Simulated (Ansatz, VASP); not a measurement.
# Two plane-wave programs on Ir

The input INCAR:

```
ALGO = Normal ; EDIFF = 1E-6
ENCUT = 560 ; GGA = CA
GGA_COMPAT = False ; ISIF = 2
ISMEAR = -1 ; LASPH = True
LCHARG = False ; LREAL = False
LWAVE = False ; NBANDS = 14
NELM = 120 ; PREC = Accurate
SIGMA = 0.3
```

KPOINTS

```
k-points
0
Gamma
  14 14 14
```

The input POSCAR:

```
Ir
1.0
    0.0000000000      1.9060927672      1.9060927672
    1.9060927672      0.0000000000      1.9060927672
    1.9060927672      1.9060927672      0.0000000000
Ir
1
Direct
    0.0000000000      0.0000000000      0.0000000000
```

Input for Ansatz:

```yaml
crystal:
  lattice:
    - [0.0, 1.9060927672, 1.9060927672]
    - [1.9060927672, 0.0, 1.9060927672]
    - [1.9060927672, 1.9060927672, 0.0]
  atoms:
    - { symbol: Ir, position: [0.0, 0.0, 0.0] }
hamiltonian:
  xc: lda
  pseudopotentials:
    kind: paw
    azcp:
      Ir: "pseudopotentials/Ir.paw.azcp"
basis:
  ecutwfc: 420
  fft_grid_basis: typed
kpoints:
  mp_grid: { grid: [14, 14, 14], shift: [0, 0, 0] }
magnetization:
  spin_polarized: false
scf:
  occupations: { method: fermi_dirac, width: 0.3 }
  lower_state_search: "off"
output:
  stress: true
```

Alike in both runs: task single point; functional LDA; k mesh 14 × 14 × 14; occupations fermi-dirac, width 0.3 eV; no spin polarisation.

```csv
,VASP,Ansatz
version,VASP 6.6.1,Ansatz 0.2.0
potentials or method,"VASP PAW LDA potentials, release 64 (Ir_sv_GW), cutoff 560 eV","plane waves (420 eV) with PAW, scalar-relativistic"
valence electrons in the cell,17,17
```

|  | VASP | Ansatz | Ansatz less VASP |
| --- | --- | --- | --- |
| pressure (GPa) | 2.2 | 2.5 | +0.35 |

Ansatz warns that its potentials were made for another functional, while VASP's fit it. LDA's correlation is that of Perdew and Zunger in VASP and of Perdew and Wang (1992) in Ansatz.

Spin-orbit coupling is off throughout.
